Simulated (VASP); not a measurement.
# SrMg (P4/mmm) in VASP: further runs, part 2 of 2

VASP 6.6.1. Earlier steps stand in the parts before.

**3. Single point, LDA (strain +0.015 along x and y, -0.030 along z)**

INCAR reads:

```
ALGO = Fast
EDIFF = 1E-7
ENCUT = 520
GGA = CA
ISIF = 2
ISMEAR = 0
LASPH = T
LCHARG = T
LELF = T
LREAL = F
LVHAR = T
LWAVE = F
NBANDS = 13
NELM = 100
PREC = Accurate
SIGMA = 0.15
```

KPOINTS reads:

```
k-points
0
Gamma
  12 12 12
```

POSCAR reads:

```
SrMg
1.0
    3.9585000000      0.0000000000      0.0000000000
    0.0000000000      3.9585000000      0.0000000000
    0.0000000000      0.0000000000      3.7830000000
Sr Mg
1 1
Direct
    0.5000000000      0.5000000000      0.5000000000
    0.0000000000      0.0000000000      0.0000000000
```

Potentials or basis: VASP PAW LDA potentials, release 64 (Sr_sv, Mg).

The run is started by

```
$ cat potpaw_LDA.64/Sr_sv/POTCAR potpaw_LDA.64/Mg/POTCAR > POTCAR
$ mpirun -np 1 vasp_std > vasp.out
```

OUTCAR:

```text
EDIFF = 1E-7
   ENCUT = 520
   GGA = CA
   ISIF = 2
   ISMEAR = 0
   LASPH = T
   LREAL = F
   NELM = 100
   PREC = Accurate

 ion  position               nearest neighbor table
   1  0.500  0.500  0.500-   2 3.38   2 3.38   2 3.38   2 3.38   2 3.38   2 3.38   2 3.38   2 3.38

   2  0.000  0.000  0.000-   1 3.38   1 3.38   1 3.38   1 3.38   1 3.38   1 3.38   1 3.38   1 3.38

  LATTYP: Found a simple tetragonal cell.
 ALAT       =     3.9585000000
 C/A-ratio  =     0.9556650246

  Lattice vectors:

 A1 = (   3.9585000000,   0.0000000000,   0.0000000000)
 A2 = (   0.0000000000,   3.9585000000,   0.0000000000)
 A3 = (   0.0000000000,   0.0000000000,   3.7830000000)

Analysis of symmetry for initial positions (statically):
=====================================================================
 Subroutine PRICEL returns:
 Original cell was already a primitive cell.

 Routine SETGRP: Setting up the symmetry group for a
 simple tetragonal supercell.

 Subroutine GETGRP returns: Found 16 space group operations
 (whereof 16 operations were pure point group operations)
 out of a pool of 16 trial point group operations.

The static configuration has the point symmetry D_4h.

Analysis of symmetry for dynamics (positions and initial velocities):
=====================================================================
 Subroutine PRICEL returns:
 Original cell was already a primitive cell.

 Routine SETGRP: Setting up the symmetry group for a
 simple tetragonal supercell.

 Subroutine GETGRP returns: Found 16 space group operations
 (whereof 16 operations were pure point group operations)
 out of a pool of 16 trial point group operations.

The dynamic configuration has the point symmetry D_4h.

 Subroutine INISYM returns: Found 16 space group operations
 (whereof 16 operations are pure point group operations),
 and found     1 'primitive' translations

----------------------------------------------------------------------------------------

                                     Primitive cell

  volume of cell :      59.2786

  direct lattice vectors                    reciprocal lattice vectors
     3.958500000  0.000000000  0.000000000     0.252620942  0.000000000  0.000000000
     0.000000000  3.958500000  0.000000000     0.000000000  0.252620942  0.000000000
     0.000000000  0.000000000  3.783000000     0.000000000  0.000000000  0.264340471

  length of vectors
     3.958500000  3.958500000  3.783000000     0.252620942  0.252620942  0.264340471

  position of ions in fractional coordinates (direct lattice)
     0.500000000  0.500000000  0.500000000
     0.000000000  0.000000000  0.000000000

  ion indices of the primitive-cell ions
   primitive index   ion index
                 1           1
                 2           2

----------------------------------------------------------------------------------------

 KPOINTS: k-points

Automatic generation of k-mesh.
 Grid dimensions read from file:
 generate k-points for:   12   12   12

 Generating k-lattice:
[... 24 lines left out ...]
  0.416667  0.000000  0.000000      4.000000
[... 16 lines left out ...]
  0.333333  0.333333  0.000000      4.000000
  0.416667  0.333333  0.000000      8.000000
 [... further k-points ...]
   k-points           NKPTS =    196   k-points in BZ     NKDIM =    196   number of bands    NBANDS=     13
   number of dos      NEDOS =    301   number of ions     NIONS =      2
   total plane-waves  NPLWV =  25200
   dimension x,y,z NGX =    30 NGY =   30 NGZ =   28
   dimension x,y,z NGXF=    60 NGYF=   60 NGZF=   56
   ions per type =               1   1
   NGX,Y,Z   is equivalent  to a cutoff of  12.60, 12.60, 12.30 a.u.
   NGXF,Y,Z  is equivalent  to a cutoff of  25.20, 25.20, 24.61 a.u.
 SYSTEM =  unknown system
   PREC   = accura    normal or accurate (medium, high low for compatibility)
   ISTART =      0    job   : 0-new  1-cont  2-samecut
   ICHARG =      2    charge: 1-file 2-atom 10-const
   ISPIN  =      1    spin polarized calculation?
   LNONCOLLINEAR =      F non collinear calculations
   LSORBIT =      F    spin-orbit coupling
   LASPH  =      T    aspherical Exc in radial PAW
   ENCUT  =  520.0 eV  38.22 Ry    6.18 a.u.   7.36  7.36  7.03*2*pi/ulx,y,z
   NELM   =    100;   NELMIN=  2; NELMDL= -5     # of ELM steps
   EDIFF  = 0.1E-06   stopping-criterion for ELM
   LREAL  =      F    real-space projection
   EDIFFG = 0.1E-05   stopping-criterion for IOM
   NSW    =      0    number of steps for IOM
   IBRION =     -1    ionic relax: 0-MD 1-quasi-New 2-CG
   NFREE  =      0    steps in history (QN), initial steepest desc. (CG)
   ISIF   =      2    stress and relaxation
   ISYM   =      2    0-nonsym 1-usesym 2-fastsym
   POTIM  = 0.5000    time-step for ionic-motion
   TEBEG  =    0.0;   TEEND  =   0.0 temperature during run
   PSTRESS=    0.0 pullay stress
   NELECT =      12.0000    total number of electrons
   NUPDOWN=      -1.0000    fix difference up-down
   EMIN   =  10.00;   EMAX   =-10.00  energy-range for DOS
   EFERMI =   0.00;   METHOD = LEGACY
   ISMEAR =     0;   SIGMA  =   0.15  broadening in eV -4-tet -1-fermi 0-gaus
   EFERMI_NEDOS =   21; number of points for ismear=-14 and -15
   IALGO  =     68    algorithm
   IMIX   =      4    mixing-type and parameters
     AMIX     =   0.40;   BMIX     =  1.00
     AMIX_MAG =   1.60;   BMIX_MAG =  1.00
  volume/ion in A,a.u.               =      29.64       200.02
  Fermi-wavevector in a.u.,A,eV,Ry     =   0.961249  1.816498 12.571786  0.924000
  Thomas-Fermi vector in A             =   2.090605
   LORBIT       =      0    0 simple, 1 ext, 2 COOP (PROOUT), +10 PAW based schemes
   GGA     = CA    functional components
   LHFCALC =     F    Hartree Fock is set to
   AEXX    =    0.0000 exact exchange contribution
   IVDW    =     0    specifies the selected vdW correction
   LEPSILON=     F    determine dielectric tensor
   LRPA    =     F    only Hartree local field effects (RPA)
 non-spin polarized calculation
 RMM-DIIS sequential band-by-band and
 Gauss-broadening in eV      SIGMA  =   0.15
  energy-cutoff  :      520.00
  volume of cell :       59.28
 maximum number of plane-waves:      1620
 NGX is ok and might be reduce to    30
   NGX = 15   NGY = 15   NGZ = 15

 number of electron      12.0000000 magnetization

 Free energy of the ion-electron system (eV)
  ---------------------------------------------------
  ext. energy  EPLUGINS =         0.00000000
  ---------------------------------------------------
  free energy    TOTEN  =        -3.84398837 eV

  energy without entropy =       -3.82849375  energy(sigma->0) =       -3.83624106

 E-fermi :   2.6024     XC(G=0):  -8.8582

 val. band max:        2.5940266347   @ k =   0.4167   0.2500   0.3333
 cond. band min:       2.6054397751   @ k =   0.2500   0.2500   0.0833
 fundamental gap:      0.0114131404
 Fermi energy:         2.6023635897

 k-point     1 :       0.0000    0.0000    0.0000
  band No.  band energies     occupation
      1     -32.7860      2.00000
      2     -14.8484      2.00000
      3     -14.8484      2.00000
      4     -14.8052      2.00000
      5      -2.6452      2.00000
      6       3.1595      0.00000
      7       3.2670      0.00000
      8       6.8104      0.00000
      9       6.8104      0.00000
     10       7.4558      0.00000
     11       7.6183      0.00000
     12       7.8095      0.00000
     13       7.8095      0.00000
[... 354 lines left out ...]
  band No.  band energies     occupation
      1     -32.7611      2.00000
      2     -15.0711      2.00000
      3     -15.0174      2.00000
      4     -14.7668      2.00000
      5      -0.1267      2.00000
      6       1.6530      2.00000
      7       2.9451      0.00123
      8       4.1330      0.00000
      9       5.9673      0.00000
     10       6.4732      0.00000
     11       8.5291      0.00000
     12       8.7524      0.00000
     13      10.5021      0.00000

 [... further k-points ...]

------------------------ aborting loop because EDIFF is reached ----------------------------------------

  FORCE on cell =-STRESS in cart. coord.  units (eV):
  Direction    XX          YY          ZZ          XY          YZ          ZX
  --------------------------------------------------------------------------------------
  -------------------------------------------------------------------------------------
  Total        1.1489509      1.1489509      1.3757433      0.0000000      0.0000000     -0.0000000
  in kB       31.0537759     31.0537759     37.1835062      0.0000000      0.0000000     -0.0000000
  external PRESSURE =      33.0970193 kB  Pullay stress =       0.0000000 kB

 VOLUME and BASIS-vectors are now :
 -----------------------------------------------------------------------------
  energy-cutoff  :      520.00
  volume of cell :       59.28
      direct lattice vectors                 reciprocal lattice vectors
     3.958500000  0.000000000  0.000000000     0.252620942  0.000000000  0.000000000
     0.000000000  3.958500000  0.000000000     0.000000000  0.252620942  0.000000000
     0.000000000  0.000000000  3.783000000     0.000000000  0.000000000  0.264340471

 POSITION                                       TOTAL-FORCE (eV/Angst)
 -----------------------------------------------------------------------------------
      1.97925      1.97925      1.89150         0.000000      0.000000      0.000000
      0.00000      0.00000      0.00000         0.000000      0.000000      0.000000
 -----------------------------------------------------------------------------------
    total drift:                                0.000000      0.000000      0.000000

  FREE ENERGIE OF THE ION-ELECTRON SYSTEM (eV)
  ---------------------------------------------------
  free  energy   TOTEN  =        -3.8439883739 eV

  energy  without entropy=       -3.8284937536  energy(sigma->0) =       -3.83624106
```

OSZICAR:

```text
N       E                     dE             d eps       ncg     rms          rms(c)
DAV:   1     0.444544359689E+02    0.44454E+02   -0.56471E+03  5168   0.774E+02
DAV:   2    -0.108729124783E+01   -0.45542E+02   -0.44287E+02  6504   0.166E+02
DAV:   3    -0.377073506540E+01   -0.26834E+01   -0.26654E+01  8507   0.305E+01
DAV:   4    -0.387745393164E+01   -0.10672E+00   -0.10667E+00  6482   0.435E+00
DAV:   5    -0.387999804680E+01   -0.25441E-02   -0.25440E-02  7396   0.564E-01    0.182E+01
RMM:   6    -0.385599509810E+01    0.24003E-01   -0.14360E-02  5188   0.104E+00    0.103E+01
RMM:   7    -0.384393268238E+01    0.12062E-01   -0.28559E-02  6207   0.146E+00    0.351E-01
RMM:   8    -0.384384831272E+01    0.84370E-04   -0.51230E-03  7126   0.397E-01    0.717E-02
RMM:   9    -0.384395941992E+01   -0.11111E-03   -0.87644E-04  7741   0.134E-01    0.652E-02
RMM:  10    -0.384398002129E+01   -0.20601E-04   -0.18110E-04  7720   0.611E-02    0.475E-02
RMM:  11    -0.384398737683E+01   -0.73555E-05   -0.61475E-05  7976   0.310E-02    0.895E-03
RMM:  12    -0.384398900127E+01   -0.16244E-05   -0.13835E-05  8443   0.126E-02    0.113E-02
RMM:  13    -0.384399312807E+01   -0.41268E-05   -0.96369E-06  7726   0.147E-02    0.236E-02
RMM:  14    -0.384398823836E+01    0.48897E-05   -0.57583E-06  6876   0.195E-02    0.280E-03
RMM:  15    -0.384398835635E+01   -0.11799E-06   -0.13882E-06  7460   0.729E-03    0.227E-03
RMM:  16    -0.384398837390E+01   -0.17546E-07   -0.24075E-07  5618   0.213E-03
   1 F= -.38439884E+01 E0= -.38362411E+01  d E =-.154946E-01
```

stdout:

```text
POSCAR found type information on POSCAR SrMg
 POSCAR found :  2 types and       2 ions
 scaLAPACK will be used
 LDA part: xc-table for (Slater(with rela. corr.)+CA(PZ))
 , standard interpolation
 POSCAR, INCAR and KPOINTS ok, starting setup
 FFT: planning ... GRIDC
 FFT: planning ... GRID_SOFT
 FFT: planning ... GRID
 WAVECAR not read
 entering main loop
WARNING in EDDRMM: call to ZHEGV failed, returncode =   8  4      8
WARNING in EDDRMM: call to ZHEGV failed, returncode =   8  4      5
WARNING in EDDRMM: call to ZHEGV failed, returncode =   8  4     10
WARNING in EDDRMM: call to ZHEGV failed, returncode =   8  4      6
WARNING in EDDRMM: call to ZHEGV failed, returncode =   6  3      7
WARNING in EDDRMM: call to ZHEGV failed, returncode =   6  3      8
WARNING in EDDRMM: call to ZHEGV failed, returncode =   6  3     12
WARNING in EDDRMM: call to ZHEGV failed, returncode =   8  4     10
WARNING in EDDRMM: call to ZHEGV failed, returncode =   6  3      5
WARNING in EDDRMM: call to ZHEGV failed, returncode =   8  4      8
WARNING in EDDRMM: call to ZHEGV failed, returncode =   6  3      9
WARNING in EDDRMM: call to ZHEGV failed, returncode =   6  3      6
WARNING in EDDRMM: call to ZHEGV failed, returncode =   8  4      8
WARNING in EDDRMM: call to ZHEGV failed, returncode =   8  4      8
WARNING in EDDRMM: call to ZHEGV failed, returncode =   8  4     12
WARNING in EDDRMM: call to ZHEGV failed, returncode =   8  4      6
WARNING in EDDRMM: call to ZHEGV failed, returncode =   6  3     13
WARNING in EDDRMM: call to ZHEGV failed, returncode =   6  3      6
WARNING in EDDRMM: call to ZHEGV failed, returncode =   8  4     12
```

It took 60 s on 1 thread of AMD EPYC 9R45 (Zen 5), shared host; peak memory 0.25 GiB.

What came out:

* Free energy: -3.8440 eV
* Pressure: 3.3 GPa
* Band gap on the k mesh: zero (bands 6 and 7 overlap by 1.39 eV)

Caveat: the cell differs from its parent crystal (strain +0.015 along x and y, -0.030 along z); the cell stands under pressure.

**4. Single point, LDA (strain +0.000 along x and y, +0.015 along z)**

INCAR reads:

```
SYSTEM = SrMg
PREC = Accurate
ENCUT = 520
EDIFF = 1E-6
ISMEAR = 0
SIGMA = 0.15
LREAL = .False.
LASPH = .True.
NELM = 60
ALGO = Fast
ISIF = 2
LWAVE = .False.
LCHARG = .True.
LELF = .True.
LVHAR = .True.
NBANDS = 13
```

KPOINTS reads:

```
Automatic mesh
0
Gamma
  12 12 12
  0 0 0
```

POSCAR reads:

```
SrMg
1.0
    3.9000000000      0.0000000000      0.0000000000
    0.0000000000      3.9000000000      0.0000000000
    0.0000000000      0.0000000000      3.9585000000
Sr Mg
1 1
Direct
    0.5000000000      0.5000000000      0.5000000000
    0.0000000000      0.0000000000      0.0000000000
```

The run is started by

```
$ cat potpaw_LDA.64/Sr_sv/POTCAR potpaw_LDA.64/Mg/POTCAR > POTCAR
$ mpirun -np 1 vasp_std > vasp.out
```

It took 57 s on 1 thread of AMD EPYC 9R45 (Zen 5), shared host; peak memory 0.26 GiB.

It converged, with:

```yaml
Free_energy: -3.8644 eV
Pressure: 2.8 GPa
Band_gap_on_the_k_mesh: zero (bands 6 and 7 overlap by 1.41 eV)
```

Stress tensor (GPa, compression positive):
```
2.81 0.00 0.00
0.00 2.81 0.00
0.00 0.00 2.67
```

Levels at points of the mesh, in eV from the Fermi level:
```csv
k point,band 3,band 4,band 5,band 6,band 7,band 8,band 9,band 10
"(0.00, 0.00, 0.00)",-17.46,-17.46,-5.22,0.61,0.65,4.23,4.48,4.48
"(0.50, 0.00, 0.00)",-17.45,-17.44,-2.59,-2.43,1.64,2.21,2.41,5.34
"(0.50, 0.50, 0.00)",-17.72,-17.42,-2.36,0.25,0.25,0.40,3.14,3.14
"(0.00, 0.00, 0.50)",-17.44,-17.44,-2.68,-2.47,1.60,2.40,2.40,5.38
"(0.50, 0.00, 0.50)",-17.70,-17.41,-2.42,0.17,0.23,0.34,3.26,3.31
"(0.50, 0.50, 0.50)",-17.68,-17.66,-0.81,-0.79,-0.79,1.08,3.81,3.87
```

Caveat: the cell differs from its parent crystal (strain +0.000 along x and y, +0.015 along z).

**5. Summary**

| cell | further INCAR settings | gap on the mesh (eV) | pressure (GPa) |
| --- | --- | --- | --- |
| a = 3.841, b = 3.841, c = 4.017 Å, 2 atoms | ALGO = Fast; EDIFF = 1e-06; NBANDS = 13 | none | 3.3 |
| a = 3.958, b = 3.958, c = 3.783 Å, 2 atoms | ALGO = Fast; EDIFF = 1e-07; NBANDS = 13 | none | 3.3 |
| a = 3.900, b = 3.900, c = 3.958 Å, 2 atoms | ALGO = Fast; EDIFF = 1e-06; NBANDS = 13 | none | 2.8 |

Alike in all rows: task single point; level LDA; potentials or basis VASP PAW LDA potentials, release 64 (Sr_sv, Mg); no spin polarisation; k mesh 12 × 12 × 12; cutoff (eV) 520; smearing gaussian 0.15 eV.

Caveats: the cell stands under pressure (at least some runs).

Total energies depend on the potentials used, so only differences within one code and one set of settings carry meaning.
